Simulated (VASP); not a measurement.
Ca2TiSiP4: single point with PBE

Ca2TiSiP4:

```xyz
8
Lattice="5.6773 0.0000 0.0000 0.0000 5.6773 0.0000 0.0000 0.0000 6.3812" Properties=species:S:1:pos:R:3 pbc="T T T"
Ca    2.8387    0.0000    0.0000
Ca    0.0000    2.8387    0.0000
Ti    2.8387    2.8387    3.1906
Si    0.0000    0.0000    3.1906
P     4.3028    1.3745    1.9653
P     1.3745    4.3028    1.9653
P     1.3745    1.3745    4.4159
P     4.3028    4.3028    4.4159
```

```json
{
 "Program": "VASP 6.6.1",
 "Task": "single point",
 "Functional": "PBE",
 "Potentials or basis": "VASP PAW PBE potentials, release 64 (Ca_sv, Ti_sv, Si, P)",
 "Cutoff": "520 eV",
 "k mesh": "4 × 4 × 4",
 "Occupations": "gaussian, width 0.1 eV",
 "Spin": "no spin polarisation",
 "Dipole correction": "no",
 "Further INCAR settings": "ALGO = Normal; EDIFF = 1e-07; NBANDS = 38"
}
```

```yaml
Pressure: -0.2 GPa
Largest_force: 0.039 eV/Å
Band_gap_on_the_k_mesh: zero (bands 28 and 29 overlap by 0.13 eV)
```

Forces on the atoms (eV/Å):
```
Ca   0.000  0.000  0.000
Ca   0.000  0.000  0.000
Ti   0.000  0.000  0.000
Si   0.000  0.000  0.000
P    0.026 -0.026 -0.012
P   -0.026  0.026 -0.012
P   -0.026 -0.026  0.012
P    0.026  0.026  0.012
```

Levels at points of the mesh, in eV from the Fermi level:
| k point | band 25 | band 26 | band 27 | band 28 | band 29 | band 30 | band 31 | band 32 |
| --- | --- | --- | --- | --- | --- | --- | --- | --- |
| (0.00, 0.00, 0.00) | -1.18 | -0.33 | -0.33 | -0.29 | -0.13 | 1.39 | 1.45 | 1.45 |
| (0.50, 0.00, 0.00) | -1.30 | -0.98 | -0.57 | -0.29 | 0.84 | 1.34 | 1.37 | 1.56 |
| (0.50, 0.50, 0.00) | -1.29 | -1.29 | -0.57 | 0.00 | 0.75 | 1.17 | 1.91 | 2.16 |
| (0.00, 0.00, 0.50) | -1.15 | -1.10 | -0.35 | -0.35 | 0.40 | 1.33 | 1.56 | 1.56 |
| (0.50, 0.00, 0.50) | -1.14 | -1.07 | -0.64 | -0.59 | 0.88 | 1.40 | 1.48 | 1.67 |
| (0.50, 0.50, 0.50) | -0.73 | -0.73 | -0.62 | -0.11 | 0.56 | 1.09 | 2.18 | 2.18 |

Run time: 86 s on 1 thread of Intel(R) Xeon(R) 6975P-C (Granite Rapids), with other jobs on the host, peak memory 0.36 GiB.
